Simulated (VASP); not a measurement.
Te: single point with PBE

The system is Te.

```
Te
1.0
     6.37775    0.00000    0.00000
     0.00000    6.37775    0.00000
     0.00000    0.00000    6.44828
Te
8
Direct
  0.00000 0.00000 0.25000
  0.00000 0.00000 0.75000
  0.00000 0.50000 0.25000
  0.00000 0.50000 0.75000
  0.50000 0.00000 0.25000
  0.50000 0.00000 0.75000
  0.50000 0.50000 0.25000
  0.50000 0.50000 0.75000
```

This isn't the form of Te at room conditions, which is trigonal, of chains.

| Quantity | Value |
| --- | --- |
| Program | VASP 6.6.1 |
| Task | single point |
| Functional | PBE |
| Potentials or basis | VASP PAW PBE potentials, release 64 (Te) |
| Cutoff | 520 eV |
| k mesh | 4 × 4 × 4 |
| Occupations | gaussian, width 0.2 eV |
| Spin | no spin polarisation |
| Dipole correction | no |
| Further INCAR settings | ALGO = Normal; EDIFF = 1e-06; NBANDS = 34 |

| Quantity | Value |
| --- | --- |
| Pressure | 0.2 GPa |
| Band gap on the k mesh | zero (bands 24 and 25 overlap by 3.79 eV) |

Levels at points of the mesh, in eV from the Fermi level:
```tsv
k point	band 22	band 23	band 24	band 25	band 26	band 27
(0.00, 0.00, 0.00)	1.22	1.22	2.14	2.14	2.14	2.35
(0.50, 0.00, 0.00)	-1.52	-0.10	-0.10	1.57	1.57	1.82
(0.50, 0.50, 0.00)	-1.15	-1.15	-1.15	-0.78	-0.78	-0.78
(0.00, 0.00, 0.50)	-1.59	-0.07	-0.07	1.79	1.79	1.79
(0.50, 0.00, 0.50)	-1.10	-1.10	-1.10	-0.76	-0.76	-0.76
(0.50, 0.50, 0.50)	-1.93	-1.93	-1.93	-1.65	-1.65	-1.65
```

Wall time 100 s on 1 thread of Intel(R) Xeon(R) Platinum 8488C (Sapphire Rapids), on a shared host, peak memory 0.37 GiB.

Caveat: spin-orbit coupling is left out, which moves the levels of the heavy elements.
